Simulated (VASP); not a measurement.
**O: single point with PBE**

The system is O.

```
CELL_PARAMETERS angstrom
2.53124 0.00000 0.00000
-1.26562 2.19211 0.00000
0.00000 0.00000 2.57250
ATOMIC_POSITIONS crystal
O 0.33333 0.66667 0.25000
O 0.66667 0.33333 0.75000
```

| Property | Result |
| --- | --- |
| Program | VASP 6.6.1 |
| Task | single point |
| Functional | PBE |
| Potentials or basis | VASP PAW PBE potentials, release 64 (O) |
| Cutoff | 520 eV |
| k mesh | 18 × 18 × 10 |
| Occupations | fermi-dirac, width 0.05 eV |
| Spin | no spin polarisation |
| Dipole correction | no |
| Further INCAR settings | ALGO = Normal; EDIFF = 1e-06; NBANDS = 13 |

- Pressure: 25.9 GPa
- Band gap on the k mesh: zero (bands 6 and 7 overlap by 2.40 eV)

Stress tensor (GPa, compression positive):
```
25.82  0.00  0.00
 0.00 25.82  0.00
 0.00  0.00 25.95
```

Levels at points of the mesh, in eV from the Fermi level:
```tsv
k point	band 4	band 5	band 6	band 7	band 8	band 9
(0.00, 0.00, 0.00)	-2.97	-2.97	0.72	0.72	2.68	16.58
(0.50, 0.00, 0.00)	-4.89	-2.99	-0.59	-0.44	1.88	15.63
(0.00, 0.00, 0.50)	-1.45	-0.99	-0.99	-0.99	-0.99	20.14
(0.50, 0.00, 0.50)	-7.98	-1.87	-1.87	1.50	1.50	19.17
```

It took 18 s on 1 thread of AMD EPYC 9R45 96-Core Processor (Zen 5) (shared host), peak memory 0.11 GiB.

Caveat: the cell stands under pressure.
